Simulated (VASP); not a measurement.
Here is a VASP 6.6.1 calculation.

The input INCAR:

```
SYSTEM = As
  PREC = Accurate
  ENCUT = 520
  EDIFF = 1E-6
  ISMEAR = -1
  SIGMA = 0.1
  LREAL = .FALSE.
  LASPH = .TRUE.
  NELM = 100
  ALGO = Normal
  ISIF = 2
  LWAVE = .FALSE.
  LCHARG = .FALSE.
  GGA = RE
  NBANDS = 12
```

The input KPOINTS:

```
Automatic mesh
0
G
  10 10 10
  0 0 0
```

The input POSCAR:

```
As
1.0
    0.0000000000      2.9538809181      2.9538809181
    2.9538809181      0.0000000000      2.9538809181
    2.9538809181      2.9538809181      0.0000000000
As
2
Direct
    0.1250000000      0.1250000000      0.1250000000
    0.8750000000      0.8750000000      0.8750000000
```

Potentials or basis: VASP PAW PBE potentials, release 64 (As).

Command:

```bash
$ cat potpaw_PBE.64/As/POTCAR > POTCAR
$ mpirun -np 1 vasp_std > vasp.out
```

(1) Predict the band gap on the k mesh.

(2) What does it give for the pressure?

## Answers

(1) zero (band 5 reaches 4.84 eV, above the bottom of band 6 at 3.15 eV).

(2) 7.0 GPa.

Caveat: the PAW data sets were made with another functional, which shifts forces and pressure a little.
